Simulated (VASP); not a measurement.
# W (P6_3/mmc) in VASP: notebook

Runs on W. Level: PBE. Tasks: single point, relaxation of cell and atoms.

Everything below comes from runs of VASP 6.6.1. Logs are shortened: lines on timing, memory, paths and dates and some standing lists are left out, and cuts for length are marked.

**1. The cell of the first run**

The structure is hexagonal, space group P6_3/mmc (No. 194). Conventional cell: a = 2.777 Å, b = 2.777 Å, c = 4.951 Å, α = 90.00°, β = 90.00°, γ = 120.00°. Within 3.7 Å of W (site symmetry -6m2) lie 12 W at 2.78 to 2.95 Å.

This isn't the form of W at room conditions, which is bcc.

**2. Single point, PBE**

Contents of INCAR:

```
SYSTEM = W
ALGO = Fast
EDIFF = 1E-6
ENCUT = 520
GGA = PE
ISIF = 2
ISMEAR = 0
LASPH = .True.
LCHARG = .False.
LREAL = .False.
LWAVE = .False.
NBANDS = 21
NELM = 100
PREC = Accurate
SIGMA = 0.1
```

Contents of KPOINTS:

```
k-points
0
Gamma
  18 18 8
  0 0 0
```

Contents of POSCAR:

```
W
1.0
    2.7765756484      0.0000000000      0.0000000000
   -1.3882878242      2.4045850471      0.0000000000
    0.0000000000      0.0000000000      4.9511124625
W
2
Direct
    0.0000000000      0.0000000000      0.0000000000
    0.3333333333      0.6666666667      0.5000000000
```

Potentials or basis: VASP PAW PBE potentials, release 64 (W_sv).

On the command line:

```sh
cat potpaw_PBE.64/W_sv/POTCAR > POTCAR
mpirun -np 1 vasp_std > vasp.out
```

OUTCAR:

```text
SYSTEM = W
   EDIFF = 1E-6
   ENCUT = 520
   GGA = PE
   ISIF = 2
   ISMEAR = 0
   LASPH = .True.
   LREAL = .False.
   NELM = 100
   PREC = Accurate

 ion  position               nearest neighbor table
   1  0.000  0.000  0.000-   2 2.95   2 2.95   2 2.95   2 2.95   2 2.95   2 2.95
   2  0.333  0.667  0.500-   1 2.95   1 2.95   1 2.95   1 2.95   1 2.95   1 2.95

  LATTYP: Found a hexagonal cell.
 ALAT       =     2.7765756484
 C/A-ratio  =     1.7831721838

  Lattice vectors:

 A1 = (   2.7765756484,   0.0000000000,   0.0000000000)
 A2 = (  -1.3882878242,   2.4045850471,   0.0000000000)
 A3 = (   0.0000000000,   0.0000000000,   4.9511124625)

Analysis of symmetry for initial positions (statically):
=====================================================================
 Subroutine PRICEL returns:
 Original cell was already a primitive cell.

 Routine SETGRP: Setting up the symmetry group for a
 hexagonal supercell.

 Subroutine GETGRP returns: Found 24 space group operations
 (whereof 12 operations were pure point group operations)
 out of a pool of 24 trial point group operations.

The static configuration has the point symmetry D_3h.
 The point group associated with its full space group is D_6h.

Analysis of symmetry for dynamics (positions and initial velocities):
=====================================================================
 Subroutine PRICEL returns:
 Original cell was already a primitive cell.

 Routine SETGRP: Setting up the symmetry group for a
 hexagonal supercell.

 Subroutine GETGRP returns: Found 24 space group operations
 (whereof 12 operations were pure point group operations)
 out of a pool of 24 trial point group operations.

The dynamic configuration has the point symmetry D_3h.
 The point group associated with its full space group is D_6h.

 Subroutine INISYM returns: Found 24 space group operations
 (whereof 12 operations are pure point group operations),
 and found     1 'primitive' translations

----------------------------------------------------------------------------------------

                                     Primitive cell

  volume of cell :      33.0562

  direct lattice vectors                    reciprocal lattice vectors
[... 76 lines left out ...]
   NGXF,Y,Z  is equivalent  to a cutoff of  28.74, 28.74, 26.86 a.u.
 SYSTEM =  W
   PREC   = accura    normal or accurate (medium, high low for compatibility)
   ISTART =      0    job   : 0-new  1-cont  2-samecut
   ICHARG =      2    charge: 1-file 2-atom 10-const
   ISPIN  =      1    spin polarized calculation?
   LNONCOLLINEAR =      F non collinear calculations
   LSORBIT =      F    spin-orbit coupling
   LASPH  =      T    aspherical Exc in radial PAW
   ENCUT  =  520.0 eV  38.22 Ry    6.18 a.u.   5.16  5.16  9.21*2*pi/ulx,y,z
   NELM   =    100;   NELMIN=  2; NELMDL= -5     # of ELM steps
   EDIFF  = 0.1E-05   stopping-criterion for ELM
   LREAL  =      F    real-space projection
   EDIFFG = 0.1E-04   stopping-criterion for IOM
   NSW    =      0    number of steps for IOM
   IBRION =     -1    ionic relax: 0-MD 1-quasi-New 2-CG
   NFREE  =      0    steps in history (QN), initial steepest desc. (CG)
   ISIF   =      2    stress and relaxation
   ISYM   =      2    0-nonsym 1-usesym 2-fastsym
   POTIM  = 0.5000    time-step for ionic-motion
   TEBEG  =    0.0;   TEEND  =   0.0 temperature during run
   PSTRESS=    0.0 pullay stress
   NELECT =      28.0000    total number of electrons
   NUPDOWN=      -1.0000    fix difference up-down
   EMIN   =  10.00;   EMAX   =-10.00  energy-range for DOS
   EFERMI =   0.00;   METHOD = LEGACY
   ISMEAR =     0;   SIGMA  =   0.10  broadening in eV -4-tet -1-fermi 0-gaus
   EFERMI_NEDOS =   21; number of points for ismear=-14 and -15
   IALGO  =     68    algorithm
   IMIX   =      4    mixing-type and parameters
     AMIX     =   0.40;   BMIX     =  1.00
     AMIX_MAG =   1.60;   BMIX_MAG =  1.00
  volume/ion in A,a.u.               =      16.53       111.54
  Fermi-wavevector in a.u.,A,eV,Ry     =   1.548971  2.927131 32.644621  2.399312
  Thomas-Fermi vector in A             =   2.653845
   LORBIT       =      0    0 simple, 1 ext, 2 COOP (PROOUT), +10 PAW based schemes
   GGA     = PE    functional components
   LHFCALC =     F    Hartree Fock is set to
   AEXX    =    0.0000 exact exchange contribution
   IVDW    =     0    specifies the selected vdW correction
   LEPSILON=     F    determine dielectric tensor
   LRPA    =     F    only Hartree local field effects (RPA)
 non-spin polarized calculation
 RMM-DIIS sequential band-by-band and
 Gauss-broadening in eV      SIGMA  =   0.10
  energy-cutoff  :      520.00
  volume of cell :       33.06
 maximum number of plane-waves:       902
 NGX is ok and might be reduce to    24
   NGX = 11   NGY = 11   NGZ = 19

 number of electron      28.0000002 magnetization

 Free energy of the ion-electron system (eV)
  ---------------------------------------------------
  ext. energy  EPLUGINS =         0.00000000
  ---------------------------------------------------
  free energy    TOTEN  =       -24.91008321 eV

  energy without entropy =      -24.89847139  energy(sigma->0) =      -24.90427730

 E-fermi :  10.4738     XC(G=0): -13.3880

 val. band max:       10.4611097696   @ k =   0.2778   0.2778   0.0000
 cond. band min:      10.4771440618   @ k =   0.3889  -0.0000   0.3750
 fundamental gap:      0.0160342922
 Fermi energy:        10.4738211583

 k-point     1 :       0.0000    0.0000    0.0000
  band No.  band energies     occupation
      1     -63.2996      2.00000
      2     -63.2310      2.00000
      3     -28.0057      2.00000
      4     -27.1162      2.00000
      5     -26.9205      2.00000
      6     -26.9205      2.00000
[... 565 lines left out ...]
     20      19.4790      0.00000
     21      20.3652      0.00000

 [... further k-points ...]
[... 5 lines left out ...]
  --------------------------------------------------------------------------------------
  -------------------------------------------------------------------------------------
  Total        0.1183554      0.1183554      0.0777000      0.0000000      0.0000000      0.0000000
  in kB        5.7364910      5.7364910      3.7659881      0.0000000      0.0000000      0.0000000
  external PRESSURE =       5.0796567 kB  Pullay stress =       0.0000000 kB

 VOLUME and BASIS-vectors are now :
 -----------------------------------------------------------------------------
  energy-cutoff  :      520.00
  volume of cell :       33.06
      direct lattice vectors                 reciprocal lattice vectors
     2.776575648  0.000000000  0.000000000     0.360155863  0.207936085  0.000000000
    -1.388287824  2.404585047  0.000000000     0.000000000  0.415872169  0.000000000
     0.000000000  0.000000000  4.951112463     0.000000000  0.000000000  0.201974810

 POSITION                                       TOTAL-FORCE (eV/Angst)
 -----------------------------------------------------------------------------------
      0.00000      0.00000      0.00000         0.000000     -0.000000      0.000000
     -0.00000      1.60306      2.47556        -0.000000      0.000000      0.000000
 -----------------------------------------------------------------------------------
    total drift:                                0.000000     -0.000000     -0.000000

  FREE ENERGIE OF THE ION-ELECTRON SYSTEM (eV)
  ---------------------------------------------------
  free  energy   TOTEN  =       -24.9100832101 eV

  energy  without entropy=      -24.8984713883  energy(sigma->0) =      -24.90427730
```

OSZICAR:

```text
N       E                     dE             d eps       ncg     rms          rms(c)
DAV:   1     0.273770066019E+03    0.27377E+03   -0.15711E+04  7778   0.154E+03
DAV:   2    -0.169569449349E+02   -0.29073E+03   -0.28345E+03  8485   0.459E+02
DAV:   3    -0.260555562602E+02   -0.90986E+01   -0.89187E+01  8856   0.796E+01
DAV:   4    -0.261436256235E+02   -0.88069E-01   -0.88021E-01  8250   0.845E+00
DAV:   5    -0.261445362445E+02   -0.91062E-03   -0.91062E-03  8774   0.888E-01    0.269E+01
RMM:   6    -0.251633431560E+02    0.98119E+00   -0.11544E+00  7995   0.843E+00    0.110E+01
RMM:   7    -0.249142561863E+02    0.24909E+00   -0.88841E-01  8575   0.705E+00    0.990E-01
RMM:   8    -0.249098218513E+02    0.44343E-02   -0.40231E-02  9741   0.157E+00    0.323E-01
RMM:   9    -0.249099722097E+02   -0.15036E-03   -0.83970E-03  9412   0.750E-01    0.739E-02
RMM:  10    -0.249100615409E+02   -0.89331E-04   -0.11233E-03 10229   0.300E-01    0.334E-02
RMM:  11    -0.249100791710E+02   -0.17630E-04   -0.30006E-04  9865   0.158E-01    0.139E-02
RMM:  12    -0.249100832286E+02   -0.40576E-05   -0.62843E-05  9862   0.730E-02    0.114E-02
RMM:  13    -0.249100821933E+02    0.10354E-05   -0.17162E-05  8581   0.373E-02    0.209E-03
RMM:  14    -0.249100832891E+02   -0.10959E-05   -0.16728E-06  6008   0.107E-02    0.196E-03
RMM:  15    -0.249100832101E+02    0.79021E-07   -0.45150E-07  4957   0.618E-03
   1 F= -.24910083E+02 E0= -.24904277E+02  d E =-.116118E-01
```

Wall time 3.5 min (1 thread of Intel Xeon 8259CL, shared host); peak memory 0.23 GiB.

Results:

| Quantity | Value |
| --- | --- |
| Free energy | -24.9101 eV |
| Pressure | 0.5 GPa |
| Band gap on the k mesh | zero (bands 14 and 15 overlap by 1.63 eV) |

Stress tensor (GPa, compression positive):
```
0.57 0.00 0.00
0.00 0.57 0.00
0.00 0.00 0.38
```

Levels at points of the mesh, in eV from the Fermi level:
```csv
k point,band 11,band 12,band 13,band 14,band 15,band 16,band 17,band 18
"(0.00, 0.00, 0.00)",-1.67,-0.41,-0.41,-0.31,0.16,0.16,2.02,2.02
"(0.50, 0.00, 0.00)",-4.39,-1.26,-0.89,-0.37,-0.13,4.64,5.65,5.95
"(0.00, 0.00, 0.50)",-2.12,-2.12,-0.36,-0.36,-0.36,-0.36,3.50,3.50
"(0.50, 0.00, 0.50)",-3.40,-3.40,1.25,1.25,1.69,1.69,4.97,4.97
```

Caveat: spin-orbit coupling is left out, which moves the levels of the heavy elements.

[end of part 1 of 2]
